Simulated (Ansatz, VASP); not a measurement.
## One calculation of SiO2, two programs

```xyz
3
Lattice="5.7732 0.0000 0.0000 0.0000 2.5043 0.0000 0.0000 0.0000 27.0460" Properties=species:S:1:pos:R:3 pbc="T T T"
Si    2.8866    0.0000    8.0000
O     2.8866    1.2521    9.1499
O     2.8866    1.2522    6.8501
```

Alike in both runs: functional PBE; k mesh 8 × 6 × 1; occupations gaussian, width 0.1 eV; no spin polarisation.

Ansatz relaxed the structure, and its values are those at the end. VASP's run is a single point on that final structure, the one shown.

|  | VASP | Ansatz |
| --- | --- | --- |
| version | VASP 6.6.1 | Ansatz 0.2.0 |
| potentials or method | VASP PAW PBE potentials, release 64 (Si, O_h), cutoff 910 eV | scalar-relativistic, plane waves, PAW |
| valence electrons in the cell | 16 | 16 |

|  | VASP | Ansatz | Ansatz less VASP |
| --- | --- | --- | --- |
| gap on the k mesh at the Fermi level (eV) | 3.10 | 3.10 | -0.001 |
| least direct gap on the mesh (eV) | 3.70 | 3.70 | +0.006 |
| rms of the force components (eV/Å) | 0.018 | 0.001 | -0.0172 |

Ansatz's warnings: slab cell height set.

Noted on VASP's run: the cutoff is short for stress, so the pressure is rough.
